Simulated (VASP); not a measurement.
Wanted: the native input for a VASP 6.6.1 run.

| Property | Result |
| --- | --- |
| Task | density of states |
| Functional | PBEsol |
| Potentials or basis | VASP PAW PBE potentials, release 64 (Mg) |
| Cutoff | 520 eV |
| k mesh | 15 × 15 × 15 |
| Occupations | fermi-dirac, width 0.05 eV |
| Spin | no spin polarisation |
| Dipole correction | no |
| k mesh for the DOS | 23 × 23 × 23 |
| Occupations for the DOS | tetrahedron |
| Further INCAR settings | ALGO = Normal; EDIFF = 1e-06; NBANDS = 7 |

Crystal: Mg.

```xyz
1
Lattice="-1.8360 1.8360 1.6794 1.8360 -1.8360 1.6794 1.8360 1.8360 -1.6794" Properties=species:S:1:pos:R:3 pbc="T T T"
Mg    0.0000    0.0000    0.0000
```

These files were run (other wordings do the same):

POSCAR

```
Mg
1.0
   -1.8359916300      1.8359916300      1.6794040200
    1.8359916300     -1.8359916300      1.6794040200
    1.8359916300      1.8359916300     -1.6794040200
Mg
1
Direct
    0.0000000000      0.0000000000      0.0000000000
```

INCAR.step1

```
PREC = Accurate
ENCUT = 520
EDIFF = 1E-6
ISMEAR = -1
SIGMA = 0.05
LREAL = False
LASPH = True
NELM = 100
ALGO = Normal
ISIF = 2
LWAVE = False
LCHARG = True
GGA = PS
NBANDS = 7
```

KPOINTS.step1

```
regular mesh
0
Gamma
  15 15 15
```

INCAR.step2

```
PREC = Accurate
ENCUT = 520
EDIFF = 1E-6
ISMEAR = -5
SIGMA = 0.05
LREAL = False
LASPH = True
NELM = 100
ALGO = Normal
ISIF = 2
LWAVE = False
LCHARG = False
GGA = PS
LORBIT = 11
NBANDS = 7
NEDOS = 1001
ICHARG = 11
```

KPOINTS.step2

```
regular mesh
0
Gamma
  23 23 23
```

Potentials or basis: VASP PAW PBE potentials, release 64 (Mg).

Command:

```bash
$ cat potpaw_PBE.64/Mg/POTCAR > POTCAR
$ cp INCAR.step1 INCAR
$ cp KPOINTS.step1 KPOINTS
$ mpirun -np 1 vasp_std > vasp.out
$ cp INCAR.step2 INCAR
$ cp KPOINTS.step2 KPOINTS
$ mpirun -np 1 vasp_std > vasp.out
```

Results of the run:

- Valence electrons inside the program's atomic spheres: Mg 0.35

It took 39 s on 1 thread of Intel(R) Xeon(R) 6975P-C (Granite Rapids), with other jobs on the host, peak memory 0.29 GiB.
